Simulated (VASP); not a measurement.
Here is a VASP 6.6.1 calculation.

File INCAR:

```
PREC = Accurate ; ENCUT = 520
EDIFF = 1E-6 ; ISMEAR = -1
SIGMA = 0.02 ; LREAL = F
LASPH = T ; NELM = 60
ALGO = Normal ; ISIF = 2
LWAVE = F ; LCHARG = T
GGA = PE ; LELF = T
LVHAR = T ; NBANDS = 46
```

Contents of KPOINTS:

```
Automatic mesh
0
Gamma
  6 6 2
```

POSCAR

```
Ga4AsP3
1.0
    3.9368756754      0.0000000000      0.0000000000
    0.0000000000      3.9368756754      0.0000000000
    0.0000000000      0.0000000000     11.1157761404
P Ga As
3 4 1
Direct
    0.0000000000      0.0000000000      0.2453467237
    0.5000000000      0.5000000000      0.0000000000
    0.0000000000      0.0000000000      0.7546532763
    0.0000000000      0.5000000000      0.1225756548
    0.5000000000      0.0000000000      0.8774243452
    0.0000000000      0.5000000000      0.6320221433
    0.5000000000      0.0000000000      0.3679778567
    0.5000000000      0.5000000000      0.5000000000
```

Potentials or basis: VASP PAW PBE potentials, release 64 (P, Ga_d, As).

Launch:

```bash
$ cat potpaw_PBE.64/P/POTCAR potpaw_PBE.64/Ga_d/POTCAR potpaw_PBE.64/As/POTCAR > POTCAR
$ mpirun -np 1 vasp_std > vasp.out
```

**Question.** What does it give for the largest force?

**Answer.** 0.016 eV/Å.

**Question.** Predict the band gap on the k mesh.

**Answer.** 1.17 eV.

**Question.** What does it give for the pressure?

**Answer.** 0.0 GPa.

Forces in eV/Å, atoms in the order of the input:
```
P    0.000  0.000 -0.001
P    0.000  0.000  0.000
P    0.000  0.000  0.001
Ga   0.000  0.000  0.000
Ga   0.000  0.000  0.000
Ga   0.000  0.000  0.016
Ga   0.000  0.000 -0.016
As   0.000  0.000  0.000
```

A k mesh can miss the band edges.
